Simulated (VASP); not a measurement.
Here is a VASP 6.6.1 calculation.

Contents of INCAR:

```
SYSTEM = Zn
PREC = Accurate
ENCUT = 520
EDIFF = 1E-7
ISMEAR = 0
SIGMA = 0.15
LREAL = .False.
LASPH = .True.
NELM = 80
ALGO = Fast
ISIF = 2
LWAVE = .False.
LCHARG = .False.
GGA = PS
NBANDS = 19
```

File KPOINTS:

```
regular mesh
0
Gamma
  24 24 10
  0 0 0
```

The input POSCAR:

```
Zn
1.0
    2.6647980532      0.0000000000      0.0000000000
   -1.3323990266      2.3077828100      0.0000000000
    0.0000000000      0.0000000000      4.9467000000
Zn
2
Direct
    0.2900016994      0.5800033987      0.2500000000
    0.6666666667      0.3333333333      0.7500000000
```

Potentials or basis: VASP PAW PBE potentials, release 64 (Zn).

Launch:

```sh
$ cat potpaw_PBE.64/Zn/POTCAR > POTCAR
$ mpirun -np 1 vasp_std > vasp.out
```

Question: Predict the largest force.

Answer: 0.076 eV/Å.

Question: What does it give for the band gap on the k mesh?

Answer: Zero (bands 12 and 13 overlap by 4.52 eV).

Question: What does it give for the pressure?

Answer: -4.8 GPa.

Stress tensor (GPa, compression positive):
```
-6.34  0.00  0.00
 0.00 -5.30  0.00
 0.00  0.00 -2.88
```

Caveat: the cell differs from its parent crystal (atom 1 (Zn) moved by (+0.000, -0.200) A along x and y); the cell stands under tension; the PAW data sets were made with another functional, which shifts forces and pressure a little.
